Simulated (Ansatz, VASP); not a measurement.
Al2P: VASP beside Ansatz

```
Al P
1.0
     2.75625    0.00000    0.00000
     0.00000    3.64202    0.00000
     0.00000    0.00000    6.04055
Al P
2 1
Cartesian
  1.3781 0.0000 1.3439
  1.3781 0.0000 4.6966
  1.3781 1.8210 3.0203
```

Alike in both runs: functional PBE; k mesh 18 × 12 × 8; occupations gaussian, width 0.1 eV; no spin polarisation.

Ansatz relaxed the structure, and its values are those at the end. VASP's run is a single point on that final structure, the one shown.

|  | VASP | Ansatz |
| --- | --- | --- |
| version | VASP 6.6.1 | Ansatz 0.2.0 |
| potentials or method | VASP PAW PBE potentials, release 64 (Al, P), cutoff 520 eV | scalar-relativistic, plane waves, PAW |
| valence electrons in the cell | 11 | 11 |

Ansatz gave:

```
gap on the k mesh at the Fermi level (eV) : none
pressure (GPa)                            : 0.0
```

Task: What did VASP give for the same quantities?

Result: gap on the k mesh at the Fermi level (eV): none; pressure (GPa): -0.1.

A gap of «none» marks a metal or a gap that the smearing closes. The functional is the same, so the differences come from potentials, cutoffs and numerics.
